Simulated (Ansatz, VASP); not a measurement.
Two plane-wave programs on CdS

```
Cd S
1.0
     4.13480    0.00000    0.00000
    -2.06740    3.58084    0.00000
     0.00000    0.00000    6.88398
Cd S
2 2
Cartesian
  0.0000 2.3872 0.0000
  2.0674 1.1936 3.4420
  0.0000 2.3872 2.6503
  2.0674 1.1936 6.0923
```

Change from the starting cell: zz strain of +2 %, PAW files.

Alike in both runs: task electric field gradients; functional PBE; k mesh 7 × 7 × 4; occupations fermi-dirac, width 0.01 eV; no spin polarisation.

```csv
,VASP,Ansatz
version,VASP 6.6.1,Ansatz 0.2.0
potentials or method,"VASP PAW PBE potentials, release 64 (Cd, S)","PAW with Ansatz's default frozen-core files, scalar-relativistic"
plane-wave cutoff (eV),520,420
valence electrons in the cell,36,52
```

|  | VASP | Ansatz | Ansatz less VASP |
| --- | --- | --- | --- |
| gap on the k mesh at the Fermi level (eV) | 1.17 | 1.16 | -0.002 |
| pressure (GPa) | 1.8 | 1.5 | -0.33 |
| traceless stress, the component that is largest in VASP (GPa) | -2.51 | -2.44 | +0.077 |
| rms of the force components (eV/Å) | 0.204 | 0.197 | -0.0072 |
| size of Vzz on the site where it differs most (V/Å²) | 49.0 | 45.2 | -3.81 |

Atom by atom the forces differ by 0.007 eV/Å (rms over components). VASP's potentials hold 36 valence electrons a cell and Ansatz's 52, so a difference there can come from the potentials and not from the codes.
